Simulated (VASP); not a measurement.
Here is a VASP 6.6.1 calculation.

The input INCAR:

```
SYSTEM = H6C2O
PREC = Accurate ; ENCUT = 520
EDIFF = 1E-6 ; ISMEAR = -1
SIGMA = 0.02 ; LREAL = Auto
LASPH = .True. ; NELM = 60
ALGO = Normal ; ISIF = 2
LWAVE = .False. ; LCHARG = .False.
GGA = PE ; IVDW = 12
NBANDS = 64
```

The input KPOINTS:

```
Automatic mesh
0
Gamma
  1 1 1
  0 0 0
```

POSCAR

```
H6C2O
1.0
    7.2936330000      0.0000000000      0.0000000000
    0.0000000000      7.2936330000      0.0000000000
    0.0000000000      0.0000000000      7.2936330000
C O H
8 4 24
Direct
    0.4975024107      0.3475497053      0.7556316585
    0.2948736247      0.3182775991      0.7212592133
    0.0684158361      0.7417702536     -0.0167817602
    0.2142964967      0.7001997496      0.1276867098
    0.6971285778      0.7216156886      0.5927498683
    0.7088511308      0.8947804201      0.4806109658
    0.9555594585      0.2998779895      0.2952986529
    0.7653798868      0.2883473846      0.1904812046
    0.2732931586      0.1388197075      0.6219671322
    0.3584359125      0.8297922311      0.1276592886
    0.5427884841      0.9745623340      0.4130177649
    0.7728795787      0.1235598227      0.0706780832
    0.1485953571      0.1169924508      0.5855380988
    0.2172305626      0.3341544605      0.8482329725
    0.2428282311      0.4291825487      0.6228171886
    0.5079635896      0.4738242245      0.8432286077
    0.5690579715      0.2352736969      0.8314237911
    0.5794780187      0.3746692492      0.6341695558
    0.4180769721      0.8380322947      0.2572243490
    0.1331161028      0.6880658788      0.2560726595
    0.2720317844      0.5571160490      0.1172529520
   -0.0508662830      0.6445621818     -0.0157260449
    0.0236233438      0.8819061776      0.0050729177
    0.1045432365      0.7296500934     -0.1676667855
    0.4681617515      1.0320919629      0.5116243167
    0.7859457694      0.9954435602      0.5682627574
    0.7927462213      0.8645622833      0.3621651926
    0.8288462005      0.6583961655      0.5986591319
    0.6569154220      0.7723448657      0.7360803594
    0.5959033036      0.6219397110      0.5514398654
    0.6661015162      0.0457522335      0.0652761114
    0.6502383654      0.3021813683      0.3025241330
    0.7560429761      0.3912453506      0.0952063258
    0.9576571785      0.4016653978      0.4082190590
    0.9626341221      0.1744261056      0.3739014562
    1.0628722339      0.3097221919      0.1969663129
```

Potentials or basis: VASP PAW PBE potentials, release 64 (C, O, H).

The run is started by

```bash
$ cat potpaw_PBE.64/C/POTCAR potpaw_PBE.64/O/POTCAR potpaw_PBE.64/H/POTCAR > POTCAR
$ mpirun -np 1 vasp_gam > vasp.out
```

Estimate the dispersion energy per atom.

-0.036 eV.

Predict the largest force.

3.370 eV/Å.

Forces in eV/Å, atoms in the order of the input:
```
C    0.217  0.302  1.167
C    0.068  0.035 -2.256
C   -0.096 -0.757 -1.471
C   -0.306 -1.471 -0.174
C   -1.473  1.545  2.014
C    0.603  0.507  0.218
C   -2.391 -0.246  0.432
C    0.345 -2.104  2.609
O    0.874  1.014  1.272
O    0.511  0.177  1.624
O   -0.024 -0.333  0.368
O    0.648  0.735  0.708
H   -0.584  0.138 -0.068
H   -0.292 -0.643  0.181
H    0.353 -0.719  0.752
H    0.077 -0.558 -0.329
H   -0.563  0.268 -0.162
H   -0.121 -0.128 -0.393
H   -0.760  0.269 -1.710
H    0.334  0.572  0.331
H   -0.156  0.395 -0.360
H    0.430  0.483  0.671
H   -0.452  0.336  0.014
H    0.601  0.227  0.939
H   -0.003 -0.208 -0.197
H   -0.293 -0.154 -0.496
H    0.221  0.227 -0.709
H    0.960 -0.461  0.176
H    0.304 -0.961 -0.858
H   -0.338 -0.114 -0.500
H   -0.692  0.144  0.621
H    1.019 -0.724 -1.700
H   -0.382  2.457 -1.492
H   -0.005  0.396 -0.774
H    0.349 -0.809 -0.081
H    1.015  0.162 -0.368
```

Caveat: the k points lie up to 0.86 Å⁻¹ apart.
